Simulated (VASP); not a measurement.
Set up this calculation in VASP 6.6.1, as the native input.

```
Task                   : single point
Functional             : PBE
Potentials or basis    : VASP PAW PBE potentials, release 64 (Ga_d, Sb)
Cutoff                 : 500 eV
k mesh                 : 5 × 5 × 5
Occupations            : gaussian, width 0.2 eV
Spin                   : no spin polarisation
Dipole correction      : no
Further INCAR settings : ALGO = Normal; EDIFF = 1e-06; NBANDS = 22
```

The structure of GaSb3 lies in POSCAR:

```
GaSb3
1.0
   -3.0123818300      3.0123818300      3.0123818300
    3.0123818300     -3.0123818300      3.0123818300
    3.0123818300      3.0123818300     -3.0123818300
Ga Sb
1 3
Direct
    0.0000000000      0.0000000000      0.0000000000
    0.0000000000      0.5000000000      0.5000000000
    0.5000000000      0.0000000000      0.5000000000
    0.5000000000      0.5000000000      0.0000000000
```

The cell was built from a structure type or drawn by symmetry, and may not be a known phase.

These files were run (other wordings do the same):

INCAR

```
SYSTEM = GaSb3
PREC = Accurate ; ENCUT = 500
EDIFF = 1E-6 ; ISMEAR = 0
SIGMA = 0.2 ; LREAL = .False.
LASPH = .True. ; NELM = 120
ALGO = Normal ; ISIF = 2
LWAVE = .False. ; LCHARG = .False.
GGA = PE ; NBANDS = 22
GGA_COMPAT = .False.
```

KPOINTS

```
Automatic mesh
0
Gamma
  5 5 5
  0 0 0
```

Potentials or basis: VASP PAW PBE potentials, release 64 (Ga_d, Sb).

The run is started by

```bash
$ cat potpaw_PBE.64/Ga_d/POTCAR potpaw_PBE.64/Sb/POTCAR > POTCAR
$ mpirun -np 1 vasp_std > vasp.out
```

Results of the run:

```json
{
 "Pressure": "0.6 GPa",
 "Band gap on the k mesh": "zero (bands 14 and 15 overlap by 2.67 eV)"
}
```

Caveat: spin-orbit coupling is left out, which moves the levels of the heavy elements.

Wall time 27 s on 1 thread of AMD EPYC 7R43 64-Core Processor (Zen 3) (shared host), peak memory 0.2 GiB.
